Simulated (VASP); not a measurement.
**FeO: single point with RPBE+D4**

The system is FeO.

```
Fe O
1.0
     0.00000    2.15540    2.15540
     2.15540    0.00000    2.15540
     2.15540    2.15540    0.00000
Fe O
1 1
Direct
  0.00000 0.00000 0.00000
  0.50000 0.50000 0.50000
```

```yaml
Program: VASP 6.6.1
Task: single point
Functional: RPBE
Dispersion: D4
Potentials_or_basis: VASP PAW PBE potentials, release 64 (Fe_sv, O)
Cutoff: 700 eV
k_mesh: 11 × 11 × 11
Occupations: tetrahedron
Spin: collinear spin, ferromagnetic start
Starting_moments: "[3.0, 0.0] μB"
Dipole_correction: no
Further_INCAR_settings: ALGO = Normal; EDIFF = 1e-06; NBANDS = 22
```

```json
{
  "Pressure": "-4.9 GPa",
  "Band gap on the k mesh": "zero (filled and empty bands overlap)",
  "Net moment": "4.00 μB per cell",
  "Site moments": "Fe +3.49; O +0.29 μB",
  "Valence electrons inside the program's atomic spheres": "Fe 13.62; O 5.01",
  "Dispersion energy per atom": "-0.712 eV"
}
```

Levels at points of the mesh, in eV from the Fermi level:
Spin up:
```tsv
k point	band 11	band 12	band 13	band 14	band 15	band 16
(0.00, 0.00, 0.00)	-3.90	-3.75	-3.75	0.02	15.29	16.96
```
Spin down:
```csv
k point,band 5,band 6,band 7,band 8,band 9,band 10,band 11,band 12,band 13,band 14
"(0.00, 0.00, 0.00)",-20.38,-3.35,-3.35,-3.35,-0.72,-0.72,-0.72,0.28,0.28,0.81
```

Run time: 58 s on 1 thread of AMD EPYC 9R45 96-Core Processor (Zen 5), with other jobs on the host, peak memory 0.18 GiB.

Caveat: the cell stands under tension; the PAW data sets were made with another functional, which shifts forces and pressure a little; a cell with one magnetic atom can't hold antiferromagnetic order, which such compounds often take; semilocal functionals often make such compounds metallic where correlation or magnetic order opens a gap, which also shifts bond lengths; tetrahedron occupations give inexact forces and stress in metals. With open d or f shells a metallic result of RPBE can be an artefact of self-interaction; +U or a hybrid may open a gap.
